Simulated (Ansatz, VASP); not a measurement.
**Two plane-wave programs on Cu**

The input INCAR:

```
PREC = Accurate ; ENCUT = 520
EDIFF = 1E-7 ; ISMEAR = 0
SIGMA = 0.15 ; LREAL = F
LASPH = T ; NELM = 80
ALGO = Normal ; ISIF = 2
LWAVE = F ; LCHARG = F
GGA = PE ; NBANDS = 12
```

The input KPOINTS:

```
Automatic mesh
0
Gamma
  22 22 22
```

Contents of POSCAR:

```
Cu
1.0
    0.0000000000      1.7803875000      1.7532750000
    1.7803875000      0.0000000000      1.7532750000
    1.7803875000      1.7803875000      0.0000000000
Cu
1
Direct
    0.0000000000      0.0000000000      0.0000000000
```

Input for Ansatz:

```yaml
crystal:
  lattice:
    - [0.0, 1.7803875, 1.753275]
    - [1.7803875, 0.0, 1.753275]
    - [1.7803875, 1.7803875, 0.0]
  atoms:
    - { symbol: Cu, position: [0.0, 0.0, 0.0] }
basis:
  ecutwfc: 420
kpoints:
  mp_grid: { grid: [22, 22, 22] }
hamiltonian:
  xc: pbe
scf:
  occupations: { method: gaussian, width: 0.15 }
output:
  forces: true
  stress: true
  eigenvalues: true
```

Change from the starting cell: strain -0.015 along x and y, -0.030 along z, atoms carried along.

Alike in both runs: task single point; functional PBE; k mesh 22 × 22 × 22; occupations gaussian, width 0.15 eV; no spin polarisation.

```csv
,VASP,Ansatz
version,VASP 6.6.1,Ansatz 0.2.0
potentials or method,"VASP PAW PBE potentials, release 64 (Cu), cutoff 520 eV","scalar-relativistic, plane waves, PAW"
valence electrons in the cell,11,19
```

Ansatz gave:

* gap on the k mesh at the Fermi level (eV): none
* pressure (GPa): 12.4
* traceless stress, the component that is largest in VASP (GPa): 0.67

Q: Estimate VASP's values.

A: gap on the k mesh at the Fermi level (eV): none; pressure (GPa): 12.9; traceless stress, the component that is largest in VASP (GPa): 0.67.

A gap of «none» marks a metal or a gap that the smearing closes. VASP's potentials hold 11 valence electrons a cell and Ansatz's 19, so a difference there can come from the potentials and not from the codes.
